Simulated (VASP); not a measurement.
**Na2HgH4: relaxation of cell and atoms with PBE**

The system is Na2HgH4.

```xyz
7
Lattice="5.2504 0.0000 0.0000 0.0000 5.2504 0.0000 0.0000 0.0000 4.4650" Properties=species:S:1:pos:R:3 pbc="T T T"
Na    0.0000    2.6252    2.2325
Na    2.6252    0.0000    2.2325
Hg    0.0000    0.0000    0.0000
H     4.1648    4.1648    0.9741
H     1.0856    1.0856    0.9741
H     1.0856    4.1648    3.4909
H     4.1648    1.0856    3.4909
```

```json
{"Program": "VASP 6.6.1", "Task": "relaxation of cell and atoms", "Functional": "PBE", "Potentials or basis": "VASP PAW PBE potentials, release 64 (Na_pv, Hg, H)", "Cutoff": "600 eV", "k mesh": "4 × 4 × 6", "Occupations": "gaussian, width 0.02 eV", "Spin": "no spin polarisation", "Dipole correction": "no", "Further INCAR settings": "ALGO = Normal; EDIFF = 1e-06; IBRION = 2; EDIFFG = -0.01; NSW = 100; ISIF = 3"}
```

```
Relaxed volume                         : 17.82 Å³/atom
Relaxed cell                           : a = 5.302 Å, b = 5.302 Å, c = 4.437 Å, α = 90.00°, β = 90.00°, γ = 90.00°
Space group after relaxing (to 0.05 Å) : P-42m (No. 111)
Energy gained by relaxing              : 0.3 meV/atom
Ionic steps                            : 7
Pressure after relaxing                : 0.0 GPa
Largest force after relaxing           : 0.009 eV/Å
Band gap on the k mesh                 : 2.56 eV, indirect (the least direct gap lies 1.5 meV higher)
```

Forces in eV/Å, atoms in the order of the input:
```
Na   0.000  0.000  0.000
Na   0.000  0.000  0.000
Hg   0.000  0.000  0.000
H    0.002  0.002  0.008
H   -0.002 -0.002  0.008
H   -0.002  0.002 -0.008
H    0.002 -0.002 -0.008
```

The path:
```csv
step,energy change (eV),largest force (eV/Å),pressure (GPa),volume (Å³)
1,0.0000,0.0294,0.24,123.09
2,-0.0008,0.0063,0.11,123.56
3,-0.0011,0.0240,-0.02,124.10
4,-0.0014,0.0210,-0.05,124.19
5,-0.0019,0.0124,-0.02,124.45
6,-0.0020,0.0145,-0.03,124.97
7,-0.0021,0.0089,-0.04,124.73
```

Final structure:
```
Na Hg H
1.0
     5.30230    0.00000    0.00000
     0.00000    5.30230    0.00000
     0.00000    0.00000    4.43668
Na Hg H
2 1 4
Direct
  0.00000 0.50000 0.50000
  0.50000 0.00000 0.50000
  0.00000 0.00000 0.00000
  0.79391 0.79391 0.21838
  0.20609 0.20609 0.21838
  0.20609 0.79391 0.78162
  0.79391 0.20609 0.78162
```

Levels at points of the mesh, in eV from the valence-band top:
```tsv
k point	band 13	band 14	band 15	band 16	band 17	band 18
(0.00, 0.00, 0.00)	-1.12	-1.12	0.00	2.56	5.05	6.51
(0.50, 0.00, 0.00)	-2.25	-0.89	-0.01	4.25	5.18	5.73
(0.50, 0.50, 0.00)	-1.86	-1.86	-0.35	3.63	5.42	6.10
(0.00, 0.00, 0.50)	-2.17	-0.65	-0.65	4.49	5.13	5.40
(0.50, 0.00, 0.50)	-1.72	-1.32	-0.78	3.28	4.36	5.06
(0.50, 0.50, 0.50)	-1.38	-1.15	-1.15	2.78	3.47	3.47
```

It took 3.8 min on 1 thread of Intel(R) Xeon(R) Platinum 8259CL CPU @ 2.50GHz (Skylake/Cascade Lake), on a shared host, peak memory 0.29 GiB.

Caveat: spin-orbit coupling is left out, which moves the levels of the heavy elements. As with any semilocal functional, this PBE gap is likely too small.
